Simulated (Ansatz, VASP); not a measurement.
**One calculation of SiC, two programs**

```
Si C
1.0
     0.00000    2.16256    2.16256
     2.16256    0.00000    2.16256
     2.28294    2.28294   -0.12038
Si C
1 1
Cartesian
  0.0000 0.0000 0.0000
  3.3341 3.3341 3.1535
```

Alike in both runs: task single point; functional PBEsol; k mesh 12 × 12 × 12; occupations gaussian, width 0.05 eV; no spin polarisation.

|  | VASP | Ansatz |
| --- | --- | --- |
| version | VASP 6.6.1 | Ansatz 0.2.0 |
| potentials or method | VASP PAW PBE potentials, release 64 (Si, C), cutoff 520 eV | scalar-relativistic, plane waves, PAW |
| valence electrons in the cell | 8 | 8 |

```csv
,VASP,Ansatz,Ansatz less VASP
gap on the k mesh at the Fermi level (eV),1.03,1.04,+0.013
least direct gap on the mesh (eV),3.89,3.91,+0.015
pressure (GPa),-9.5,-9.9,-0.33
"traceless stress, the component that is largest in VASP (GPa)",-11.80,-11.70,+0.100
rms of the force components (eV/Å),0.149,0.143,-0.0061
```

VASP's potentials were made for PBE, not for PBEsol, and Ansatz warns of the same on its side. Atom by atom the forces differ by 0.006 eV/Å (rms over components).
